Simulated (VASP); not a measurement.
Write the native input for VASP 6.6.1 that does the following.

```
Task                   : single point
Functional             : r2SCAN
Potentials or basis    : VASP PAW PBE potentials, release 64 (N)
Cutoff                 : 520 eV
k mesh                 : 6 × 6 × 4
Occupations            : gaussian, width 0.05 eV
Spin                   : collinear spin, ferromagnetic start
Starting moments       : [3.2, 3.2] μB
Dipole correction      : no
Further INCAR settings : ALGO = Normal; EDIFF = 1e-06; NBANDS = 16
```

The system is N.

```
N
1.0
     3.62900    0.00000    0.00000
    -1.81450    3.14281    0.00000
     0.00000    0.00000    5.89000
N
2
Direct
  0.27186 0.62167 0.25000
  0.66667 0.33333 0.75000
```

This cell differs from its parent crystal: +0.000) A along [1 1 0] and z.

The input as run:

POSCAR

```
N
1.0
    3.6290016496      0.0000000000      0.0000000000
   -1.8145008248      3.1428076190      0.0000000000
    0.0000000000      0.0000000000      5.8900000000
N
2
Direct
    0.2718643576      0.6216682533      0.2500000000
    0.6666666667      0.3333333333      0.7500000000
```

INCAR.step1

```
ALGO = Normal ; EDIFF = 1E-4
ENCUT = 520 ; GGA = PE
ISMEAR = 0 ; ISPIN = 2
LASPH = T ; LCHARG = F
LREAL = F ; LWAVE = T
MAGMOM = 3.2 3.2 ; NBANDS = 16
NELM = 150 ; PREC = Accurate
SIGMA = 0.05
```

INCAR.step2

```
ALGO = Normal ; EDIFF = 1E-6
ENCUT = 520 ; ISIF = 2
ISMEAR = 0 ; ISPIN = 2
ISTART = 1 ; LASPH = T
LCHARG = F ; LMIXTAU = T
LORBIT = 11 ; LREAL = F
LWAVE = F ; MAGMOM = 3.2 3.2
METAGGA = R2SCAN ; NBANDS = 16
NELM = 150 ; PREC = Accurate
SIGMA = 0.05
```

KPOINTS

```
k-points
0
Gamma
  6 6 4
```

Potentials or basis: VASP PAW PBE potentials, release 64 (N).

The run is started by

```sh
$ cat potpaw_PBE.64/N/POTCAR > POTCAR
$ cp INCAR.step1 INCAR
$ mpirun -np 1 vasp_std > vasp.out
$ cp INCAR.step2 INCAR
$ mpirun -np 1 vasp_std > vasp.out
```

It gave:

```yaml
Pressure: 0.2 GPa
Largest_force: 0.011 eV/Å
Band_gap_on_the_k_mesh: 3.91 eV
Net_moment: 6.00 μB per cell
Site_moments: N +1.99 μB
Valence_electrons_inside_the_program's_atomic_spheres: N 3.30
```

Caveat: the cell differs from its parent crystal (+0.000) A along [1 1 0] and z); the atoms stand far beyond bonding distance; the PAW data sets were made with another functional, which shifts forces and pressure a little.

Wall time 5.6 min on 1 thread of Intel(R) Xeon(R) Platinum 8259CL CPU @ 2.50GHz (Skylake/Cascade Lake), with other jobs on the host, peak memory 0.27 GiB.
